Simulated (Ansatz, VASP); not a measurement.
One calculation of MnS, two programs

INCAR

```
SYSTEM = MnS
ALGO = Normal ; EDIFF = 1E-7
ENCUT = 520 ; GGA = PE
ISIF = 2 ; ISMEAR = 0
ISPIN = 2 ; LASPH = .TRUE.
LCHARG = .FALSE. ; LMAXMIX = 4
LORBIT = 11 ; LREAL = .FALSE.
LWAVE = .FALSE. ; MAGMOM = 4 0
NBANDS = 20 ; NELM = 150
PREC = Accurate ; SIGMA = 0.014
```

File KPOINTS:

```
k-points
0
G
  9 9 9
  0 0 0
```

File POSCAR:

```
MnS
1.0
    0.0000000000      2.4734634191      2.4734634191
    2.4734634191      0.0000000000      2.4734634191
    2.4734634191      2.4734634191      0.0000000000
Mn S
1 1
Direct
    0.0000000000      0.0000000000      0.0000000000
    0.7500000000      0.7500000000      0.7500000000
```

The input input.yaml:

```yaml
crystal:
  lattice:
    - [0.0, 2.4734634191, 2.4734634191]
    - [2.4734634191, 0.0, 2.4734634191]
    - [2.4734634191, 2.4734634191, 0.0]
  atoms:
    - { symbol: Mn, position: [0.0, 0.0, 0.0], spin: 4.0 }
    - { symbol: S, position: [0.75, 0.75, 0.75] }
hamiltonian:
  xc: pbe
  pseudopotentials: { kind: paw }
magnetization:
  spin_polarized: true
kpoints:
  mp_grid: { grid: [9, 9, 9] }
scf:
  occupations: { method: gaussian, width: 0.014 }
output:
  forces: true
  stress: true
  eigenvalues: true
```

Alike in both runs: task single point; functional PBE; k mesh 9 × 9 × 9; occupations gaussian, width 0.014 eV; collinear spin.

```csv
,VASP,Ansatz
version,VASP 6.6.1,Ansatz 0.2.0
potentials or method,"VASP PAW PBE potentials, release 64 (Mn_pv, S)",Ansatz PAW
plane-wave cutoff (eV),520,420
valence electrons in the cell,19,21
```

Ansatz gave:

```
gap on the k mesh at the Fermi level (eV)                     : none
pressure (GPa)                                                : 2.9
net moment per atom (μB)                                      : 0.11
size of the moment on the site where the two differ most (μB) : 0.19
```

Question: Which values does VASP return?

Answer: gap on the k mesh at the Fermi level (eV): none; pressure (GPa): 2.8; net moment per atom (μB): 0.04; size of the moment on the site where the two differ most (μB): 0.09.

Site moments also hang on the region over which each program counts them. A gap of «none» marks a metal or a gap that the smearing closes. VASP's potentials hold 19 valence electrons a cell and Ansatz's 21, so a difference there can come from the potentials and not from the codes.
